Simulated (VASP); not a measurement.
Au: single point with HSE06

The system is Au.

```xyz
1
Lattice="0.0000 2.0418 2.0418 2.0418 0.0000 2.0418 2.0418 2.0418 0.0000" Properties=species:S:1:pos:R:3 pbc="T T T"
Au    0.0000    0.0000    0.0000
```

```
Program             : VASP 6.6.1
Task                : single point
Functional          : HSE06
Potentials or basis : VASP PAW PBE potentials, release 64 (Au)
Cutoff              : 520 eV
k mesh              : 8 × 8 × 8
Occupations         : gaussian, width 0.1 eV
Spin                : no spin polarisation
```

| Quantity | Value |
| --- | --- |
| Pressure | 6.2 GPa |
| Band gap on the k mesh | zero (an odd number of electrons rules out a gap without spin polarisation) |

Levels at points of the mesh, in eV from the Fermi level:
| k point | band 2 | band 3 | band 4 | band 5 | band 6 | band 7 | band 8 | band 9 | band 10 | band 11 |
| --- | --- | --- | --- | --- | --- | --- | --- | --- | --- | --- |
| (0.00, 0.00, 0.00) | -5.57 | -5.57 | -5.57 | -3.99 | -3.99 | 15.78 | 19.98 | 19.98 | 19.98 | 24.79 |
| (0.50, 0.00, 0.00) | -5.62 | -5.62 | -2.61 | -2.61 | -0.80 | 3.91 | 15.17 | 18.68 | 18.68 | 26.52 |
| (0.50, 0.50, 0.00) | -7.76 | -2.72 | -2.21 | -2.21 | 1.48 | 6.99 | 11.20 | 11.20 | 18.63 | 21.31 |

Wall time 95 min on 1 thread of AMD EPYC 7R43 64-Core Processor (Zen 3), with other jobs on the host, peak memory 0.21 GiB.

Caveat: the cell stands under pressure; the PAW data sets were made with another functional, which shifts forces and pressure a little; spin-orbit coupling is left out, which moves the levels of the heavy elements.
